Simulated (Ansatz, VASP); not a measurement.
NaI: VASP beside Ansatz

```
Na I
1.0
     3.99972    0.00000    0.00000
     0.00000    3.99972    0.00000
     0.00000    0.00000    3.99972
Na I
1 1
Direct
  0.00000 0.00000 0.00000
  0.50000 0.50000 0.50000
```

Alike in both runs: task single point; functional r2SCAN; k mesh 6 × 6 × 6; no spin polarisation.

```csv
,VASP,Ansatz
version,VASP 6.6.1,Ansatz 0.2.0
potentials or method,"VASP PAW PBE potentials, release 64 (Na_pv, I)","plane waves, PAW"
plane-wave cutoff (eV),520,500
occupations,"gaussian, width 0.01 eV",fixed
valence electrons in the cell,14,26
```

Ansatz gave:

* gap on the k mesh at the Fermi level (eV): 3.11
* pressure (GPa): 0.6

Task: Estimate VASP's values.

Result: gap on the k mesh at the Fermi level (eV): 3.13; pressure (GPa): 0.5.

VASP's potentials were made for PBE, not for r2SCAN. VASP's potentials hold 14 valence electrons a cell and Ansatz's 26, so a difference there can come from the potentials and not from the codes.

Neither program's run includes spin-orbit coupling.
